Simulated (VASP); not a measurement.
# Sn4Se (F-43m) in VASP: notebook, part 2 of 2

VASP 6.6.1.

### Step 4. Single point, PBE

This run uses another cell than the first one, of 33.40 Å³/atom.

INCAR reads:

```
SYSTEM = Sn4Se
ALGO     = Normal         ! electronic algorithm
EDIFF    = 1E-6           ! SCF threshold, eV
ENCUT    = 520            ! plane-wave cutoff, eV
GGA      = PE             ! functional
ISIF     = 2              ! what is computed and relaxed
ISMEAR   = 0              ! smearing method
LASPH    = .TRUE.         ! aspherical terms in the spheres
LCHARG   = .FALSE.        ! write CHGCAR
LREAL    = .FALSE.        ! projectors in reciprocal space
LWAVE    = .FALSE.        ! write WAVECAR
NBANDS   = 39             ! bands
NELM     = 80             ! most SCF steps
PREC     = Accurate       ! precision mode
SIGMA    = 0.1            ! smearing width, eV
```

KPOINTS reads:

```
k-points
0
G
  8 8 8
  0 0 0
```

POSCAR reads:

```
Sn4Se
1.0
    0.0000000000      4.3707318107      4.3707318107
    4.3707318107      0.0000000000      4.3707318107
    4.3707318107      4.3707318107      0.0000000000
Sn Se
4 1
Direct
    0.8751108811      0.3746673567      0.8751108811
    0.8751108811      0.8751108811      0.8751108811
    0.3746673567      0.8751108811      0.8751108811
    0.8751108811      0.8751108811      0.3746673567
    0.5000000000      0.5000000000      0.5000000000
```

Potentials or basis: VASP PAW PBE potentials, release 64 (Sn_d, Se).

Run with:

```bash
> cat potpaw_PBE.64/Sn_d/POTCAR potpaw_PBE.64/Se/POTCAR > POTCAR
> mpirun -np 1 vasp_std > vasp.out
```

OUTCAR:

```text
SYSTEM = Sn4Se
   EDIFF = 1E-6
   ENCUT = 520
   GGA = PE
   ISIF = 2
   ISMEAR = 0
   LASPH = .TRUE.
   LREAL = .FALSE.
   NELM = 80
   PREC = Accurate

 ion  position               nearest neighbor table
   1  0.875  0.375  0.875-   2 3.09   3 3.09   4 3.09   4 3.09   2 3.09   3 3.09
   2  0.875  0.875  0.875-   1 3.09   3 3.09   4 3.09   4 3.09   1 3.09   3 3.09
   3  0.375  0.875  0.875-   1 3.09   2 3.09   4 3.09   2 3.09   4 3.09   1 3.09
   4  0.875  0.875  0.375-   1 3.09   2 3.09   3 3.09   2 3.09   1 3.09   3 3.09
   5  0.500  0.500  0.500-

  LATTYP: Found a face centered cubic cell.
 ALAT       =     8.7414636214

  Lattice vectors:

 A1 = (   0.0000000000,   4.3707318107,   4.3707318107)
 A2 = (   4.3707318107,   0.0000000000,   4.3707318107)
 A3 = (   4.3707318107,   4.3707318107,   0.0000000000)

Analysis of symmetry for initial positions (statically):
=====================================================================
 Subroutine PRICEL returns:
 Original cell was already a primitive cell.

[... 170 lines left out ...]
  ext. energy  EPLUGINS =         0.00000000
  ---------------------------------------------------
  free energy    TOTEN  =       -17.25509373 eV

  energy without entropy =      -17.22959387  energy(sigma->0) =      -17.24234380

 E-fermi :   4.7371     XC(G=0):  -8.8823

 val. band max:        4.7320270045   @ k =  -0.3750   0.2500   0.1250
 cond. band min:       4.7608597789   @ k =   0.2500   0.2500   0.0000
 fundamental gap:      0.0288327744
 Fermi energy:         4.7371459821

 k-point     1 :       0.0000    0.0000    0.0000
  band No.  band energies     occupation
      1     -16.9971      2.00000
      2     -16.9265      2.00000
      3     -16.9265      2.00000
      4     -16.9143      2.00000
      5     -16.9143      2.00000
      6     -16.9143      2.00000
[... 997 lines left out ...]
     38       9.2457      0.00000
     39       9.5230      0.00000

 [... further k-points ...]
[... 5 lines left out ...]
  --------------------------------------------------------------------------------------
  -------------------------------------------------------------------------------------
  Total       -0.0332369     -0.0332369     -0.0332369     -0.0000000     -0.0000000      0.0000000
  in kB       -0.3188880     -0.3188880     -0.3188880     -0.0000000     -0.0000000      0.0000000
  external PRESSURE =      -0.3188880 kB  Pullay stress =       0.0000000 kB

 VOLUME and BASIS-vectors are now :
 -----------------------------------------------------------------------------
  energy-cutoff  :      520.00
  volume of cell :      166.99
      direct lattice vectors                 reciprocal lattice vectors
     0.000000000  4.370731811  4.370731811    -0.114397319  0.114397319  0.114397319
     4.370731811  0.000000000  4.370731811     0.114397319 -0.114397319  0.114397319
     4.370731811  4.370731811  0.000000000     0.114397319  0.114397319 -0.114397319

 POSITION                                       TOTAL-FORCE (eV/Angst)
 -----------------------------------------------------------------------------------
      5.46245      7.64975      5.46245         0.002021     -0.002021      0.002021
      7.64975      7.64975      7.64975        -0.002021     -0.002021     -0.002021
      7.64975      5.46245      5.46245        -0.002021      0.002021      0.002021
      5.46245      5.46245      7.64975         0.002021      0.002021     -0.002021
      4.37073      4.37073      4.37073        -0.000000      0.000000     -0.000000
 -----------------------------------------------------------------------------------
    total drift:                               -0.000000     -0.000000     -0.000000

  FREE ENERGIE OF THE ION-ELECTRON SYSTEM (eV)
  ---------------------------------------------------
  free  energy   TOTEN  =       -17.2550937259 eV

  energy  without entropy=      -17.2295938702  energy(sigma->0) =      -17.24234380
```

stdout:

```text
POSCAR found type information on POSCAR SnSe
 POSCAR found :  2 types and       5 ions
 scaLAPACK will be used
 LDA part: xc-table for (Slater+PW92), standard interpolation
 POSCAR, INCAR and KPOINTS ok, starting setup
 FFT: planning ... GRIDC
 FFT: planning ... GRID_SOFT
 FFT: planning ... GRID
 WAVECAR not read
 entering main loop
```

It took 5.5 min on 1 thread of Intel Xeon 8259CL, shared host; peak memory 0.41 GiB.

Results:

- Free energy: -17.2551 eV
- Pressure: 0.0 GPa
- Largest force: 0.004 eV/Å
- Band gap on the k mesh: zero (bands 31 and 32 overlap by 1.86 eV)

Forces in eV/Å, atoms in the order of the input:
```
Sn   0.002 -0.002  0.002
Sn  -0.002 -0.002 -0.002
Sn  -0.002  0.002  0.002
Sn   0.002  0.002 -0.002
Se   0.000  0.000  0.000
```

Levels at points of the mesh, in eV from the Fermi level:
```tsv
k point	band 28	band 29	band 30	band 31	band 32	band 33	band 34	band 35
(0.00, 0.00, 0.00)	-3.08	-3.08	-0.66	-0.66	-0.51	-0.51	-0.51	3.50
(0.50, 0.00, 0.00)	-2.87	-1.02	-0.24	-0.24	1.31	1.31	1.61	1.93
(0.50, 0.50, 0.00)	-1.36	-1.36	-0.50	1.20	1.20	1.36	1.56	1.62
```

Caveat: spin-orbit coupling is left out, which moves the levels of the heavy elements.

### Step 5. Relaxation of cell and atoms, PBE

INCAR reads:

```
  ALGO = Normal
  EDIFF = 1E-6
  EDIFFG = -0.04
  ENCUT = 600
  GGA = PE
  IBRION = 2
  ISIF = 3
  ISMEAR = 0
  LASPH = T
  LCHARG = F
  LREAL = F
  LWAVE = F
  NELM = 80
  NSW = 90
  PREC = Accurate
  SIGMA = 0.1
```

KPOINTS reads:

```
k-points
0
Gamma
  4 4 4
```

POSCAR reads:

```
Sn4Se
1.0
    0.0000000000      4.3236915500      4.3236915500
    4.3236915500      0.0000000000      4.3236915500
    4.3236915500      4.3236915500      0.0000000000
Sn Se
4 1
Direct
    0.1333691700      0.1333691700      0.1333691700
    0.1333691700      0.1333691700      0.5998924800
    0.1333691700      0.5998924800      0.1333691700
    0.5998924800      0.1333691700      0.1333691700
    0.5000000000      0.5000000000      0.5000000000
```

Run with:

```bash
> cat potpaw_PBE.64/Sn_d/POTCAR potpaw_PBE.64/Se/POTCAR > POTCAR
> mpirun -np 1 vasp_std > vasp.out
```

It took 9 min on 1 thread of Intel Xeon 8259CL, shared host; peak memory 0.39 GiB.

It converged, with:

```
Free energy                           : -17.3200 eV
Relaxed volume                        : 33.44 Å³/atom
Relaxed cell                          : a = 6.184 Å, b = 6.184 Å, c = 6.184 Å, α = 60.00°, β = 60.00°, γ = 60.00°
Space group after relaxing (to 0.1 Å) : F-43m (No. 216)
Energy gained by relaxing             : 137.4 meV/atom
Ionic steps                           : 5
Pressure after relaxing               : -0.1 GPa
Largest force after relaxing          : 0.037 eV/Å
Band gap on the k mesh                : zero (bands 31 and 32 overlap by 1.87 eV)
```

Forces in eV/Å, atoms in the order of the input:
```
Sn   0.021  0.021  0.021
Sn  -0.021 -0.021  0.021
Sn  -0.021  0.021 -0.021
Sn   0.021 -0.021 -0.021
Se   0.000  0.000  0.000
```

Step by step:
| step | energy change (eV) | largest force (eV/Å) | pressure (GPa) | volume (Å³) |
| --- | --- | --- | --- | --- |
| 1 | 0.0000 | 2.7266 | 3.28 | 161.66 |
| 2 | -0.6178 | 0.0782 | -1.92 | 177.66 |
| 3 | -0.6402 | 0.2770 | -1.41 | 174.64 |
| 4 | -0.6862 | 0.0042 | -0.23 | 168.02 |
| 5 | -0.6868 | 0.0371 | -0.06 | 167.20 |

Final structure:
```
CELL_PARAMETERS angstrom
0.00000 4.37256 4.37256
4.37256 0.00000 4.37256
4.37256 4.37256 0.00000
ATOMIC_POSITIONS crystal
Sn 0.12476 0.12476 0.12476
Sn 0.12476 0.12476 0.62573
Sn 0.12476 0.62573 0.12476
Sn 0.62573 0.12476 0.12476
Se 0.50000 0.50000 0.50000
```

Levels at points of the mesh, in eV from the Fermi level:
```csv
k point,band 28,band 29,band 30,band 31,band 32,band 33,band 34,band 35
"(0.00, 0.00, 0.00)",-3.08,-3.08,-0.66,-0.66,-0.52,-0.52,-0.52,3.49
"(0.50, 0.00, 0.00)",-2.87,-1.03,-0.25,-0.25,1.31,1.31,1.59,1.93
"(0.50, 0.50, 0.00)",-1.37,-1.37,-0.51,1.19,1.19,1.35,1.56,1.63
```

Caveat: spin-orbit coupling is left out, which moves the levels of the heavy elements.

### Step 6. Relaxation of cell and atoms, PBE

This run uses another cell than the first one, of 33.60 Å³/atom.

INCAR reads:

```
SYSTEM = Sn4Se
  ALGO = Normal
  EDIFF = 1E-7
  EDIFFG = -0.01
  ENCUT = 600
  GGA = PE
  IBRION = 2
  ISIF = 3
  ISMEAR = 0
  LASPH = .TRUE.
  LCHARG = .FALSE.
  LREAL = .FALSE.
  LWAVE = .FALSE.
  NELM = 80
  NSW = 100
  PREC = Accurate
  SIGMA = 0.1
```

KPOINTS reads:

```
k-points
0
G
  8 8 8
  0 0 0
```

POSCAR reads:

```
Sn4Se
1.0
    0.0000000000      4.3795541075      4.3795541075
    4.3795541075      0.0000000000      4.3795541075
    4.3795541075      4.3795541075      0.0000000000
Sn Se
4 1
Direct
    0.8752073665      0.3743779006      0.8752073665
    0.8752073665      0.8752073665      0.8752073665
    0.3743779006      0.8752073665      0.8752073665
    0.8752073665      0.8752073665      0.3743779006
    0.5000000000      0.5000000000      0.5000000000
```

Potentials or basis: VASP PAW PBE potentials, release 64 (Sn_d, Se).

Run with:

```bash
> cat potpaw_PBE.64/Sn_d/POTCAR potpaw_PBE.64/Se/POTCAR > POTCAR
> mpirun -np 1 vasp_std > vasp.out
```

It took 13 min on 1 thread of Intel Xeon 8259CL, shared host; peak memory 0.47 GiB.

The run converged. Its results:

- Free energy: -17.2554 eV
- Relaxed volume: 33.38 Å³/atom
- Relaxed cell: a = 6.180 Å, b = 6.180 Å, c = 6.180 Å, α = 60.00°, β = 60.00°, γ = 60.00°
- Space group after relaxing (to 0.1 Å): F-43m (No. 216)
- Energy gained by relaxing: 0.2 meV/atom
- Ionic steps: 2
- Pressure after relaxing: 0.0 GPa
- Largest force after relaxing: 0.004 eV/Å
- Band gap on the k mesh: zero (bands 31 and 32 overlap by 1.86 eV)

Forces in eV/Å, atoms in the order of the input:
```
Sn   0.003 -0.003  0.003
Sn  -0.003 -0.003 -0.003
Sn  -0.003  0.003  0.003
Sn   0.003  0.003 -0.003
Se   0.000  0.000  0.000
```

Step by step:
| step | energy change (eV) | largest force (eV/Å) | pressure (GPa) | volume (Å³) |
| --- | --- | --- | --- | --- |
| 1 | 0.0000 | 0.0292 | -0.22 | 168.00 |
| 2 | -0.0008 | 0.0044 | 0.01 | 166.89 |

Final structure:
```
CELL_PARAMETERS angstrom
0.00000 4.36985 4.36985
4.36985 0.00000 4.36985
4.36985 4.36985 0.00000
ATOMIC_POSITIONS crystal
Sn 0.87511 0.37466 0.87511
Sn 0.87511 0.87511 0.87511
Sn 0.37466 0.87511 0.87511
Sn 0.87511 0.87511 0.37466
Se 0.50000 0.50000 0.50000
```

Levels at points of the mesh, in eV from the Fermi level:
| k point | band 27 | band 28 | band 29 | band 30 | band 31 | band 32 | band 33 | band 34 | band 35 | band 36 |
| --- | --- | --- | --- | --- | --- | --- | --- | --- | --- | --- |
| (0.00, 0.00, 0.00) | -3.09 | -3.09 | -3.09 | -0.67 | -0.67 | -0.51 | -0.51 | -0.51 | 3.50 | 6.08 |
| (0.50, 0.00, 0.00) | -2.87 | -2.87 | -1.02 | -0.24 | -0.24 | 1.31 | 1.31 | 1.61 | 1.93 | 2.48 |
| (0.50, 0.50, 0.00) | -1.94 | -1.36 | -1.36 | -0.50 | 1.20 | 1.20 | 1.36 | 1.56 | 1.62 | 1.73 |

Caveat: spin-orbit coupling is left out, which moves the levels of the heavy elements.

### Step 7. Overview

```csv
task,cell,k mesh,cutoff (eV),gap on the mesh (eV),pressure (GPa),relaxed volume (Å³/atom),largest force (eV/Å)
single point,"a = 6.115 Å, angles 60.0°, 5 atoms, atomic positions A",4 × 4 × 4,520,none,3.3,-,2.73
single point,"a = 6.194 Å, angles 60.0°, 5 atoms, atomic positions B",4 × 4 × 4,520,none,-0.2,-,0.03
single point,"a = 6.181 Å, angles 60.0°, 5 atoms, atomic positions C",8 × 8 × 8,520,none,0.0,-,-
relaxation of cell and atoms,"relaxed from a = 6.115 Å, angles 60.0°, 5 atoms, atomic positions A",4 × 4 × 4,600,none,-0.1,33.44,0.04
relaxation of cell and atoms,"relaxed from a = 6.194 Å, angles 60.0°, 5 atoms, atomic positions B",8 × 8 × 8,600,none,0.0,33.38,-
```

Alike in all rows: level PBE; potentials or basis VASP PAW PBE potentials, release 64 (Sn_d, Se); no spin polarisation; smearing gaussian 0.1 eV.

Caveats: spin-orbit coupling is left out, which moves the levels of the heavy elements; the cell stands under pressure (at least some runs); forces of over 1 eV/Å act on the atoms, so gaps and moduli don't describe the material at rest (at least some runs).

Total energies depend on the potentials used, so only differences within one code and one set of settings carry meaning.

The gap in the log of VASP goes by the Fermi energy; the results here count the filled bands.